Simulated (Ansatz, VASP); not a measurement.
# MgI2: VASP beside Ansatz

The input INCAR:

```
PREC = Accurate ; ENCUT = 520
EDIFF = 1E-6 ; ISMEAR = 0
SIGMA = 0.05 ; LREAL = F
LASPH = T ; NELM = 60
ALGO = Normal ; ISIF = 2
LWAVE = F ; LCHARG = F
LDIPOL = T ; IDIPOL = 3
DIPOL = 0.5 0.5 0.404 ; GGA = PE
IVDW = 12 ; NBANDS = 25
```

File KPOINTS:

```
Automatic mesh
0
Gamma
  9 9 1
```

File POSCAR:

```
MgI2
1.0
    4.1311066128      0.0000000000      0.0000000000
   -2.0655533064      3.5776432724      0.0000000000
    0.0000000000      0.0000000000     24.2265084657
I Mg
4 2
Direct
    0.3333333333      0.6666666667      0.1857469477
    0.6666666667      0.3333333333      0.3245723272
    1.1111111111      0.5555555556      0.4826636182
    1.4444444444      0.2222222222      0.6214889978
    0.0000000000      0.0000000000      0.2551596374
    0.7777777778     -0.1111111111      0.5520763080
```

Input for Ansatz:

```yaml
crystal:
  lattice:
    - [4.1311065861, 0.0, 0.0]
    - [-2.0655532931, 3.5776432493, 0.0]
    - [0.0, 0.0, 24.2265089959]
  atoms:
    - { symbol: I, position: [0.3333333333, 0.6666666667, 0.1857469436] }
    - { symbol: Mg, position: [0.0, 0.0, 0.2551596373] }
    - { symbol: I, position: [0.6666666667, 0.3333333333, 0.324572331] }
    - { symbol: I, position: [1.1111111111, 0.5555555556, 0.4826636186] }
    - { symbol: Mg, position: [0.7777777778, -0.1111111111, 0.5520763123] }
    - { symbol: I, position: [1.4444444444, 0.2222222222, 0.621489006] }
basis:
  ecutwfc: 420
kpoints:
  mp_grid: { grid: [9, 9, 1] }
hamiltonian:
  xc: pbe
  dispersion: d3bj
scf:
  occupations: { method: gaussian, width: 0.05 }
output:
  forces: true
  eigenvalues: true
efield:
  axis: 3
  dipole_correction: true
  ramp_width: 0.04
```

Alike in both runs: task single point; functional PBE; dispersion D3(BJ); k mesh 9 × 9 × 1; occupations gaussian, width 0.05 eV; no spin polarisation.

|  | VASP | Ansatz |
| --- | --- | --- |
| version | VASP 6.6.1 | Ansatz 0.2.0 |
| potentials or method | VASP PAW PBE potentials, release 64 (I, Mg), cutoff 520 eV | scalar-relativistic, plane waves, PAW |
| valence electrons in the cell | 32 | 88 |

Ansatz gave:

```
gap on the k mesh at the Fermi level (eV) : 3.59
least direct gap on the mesh (eV)         : 3.94
rms of the force components (eV/Å)        : 0.014
```

Estimate VASP's values.

gap on the k mesh at the Fermi level (eV): 3.57; least direct gap on the mesh (eV): 3.93; rms of the force components (eV/Å): 0.014.

VASP's potentials hold 32 valence electrons a cell and Ansatz's 88, so a difference there can come from the potentials and not from the codes.

Neither program's run includes spin-orbit coupling.
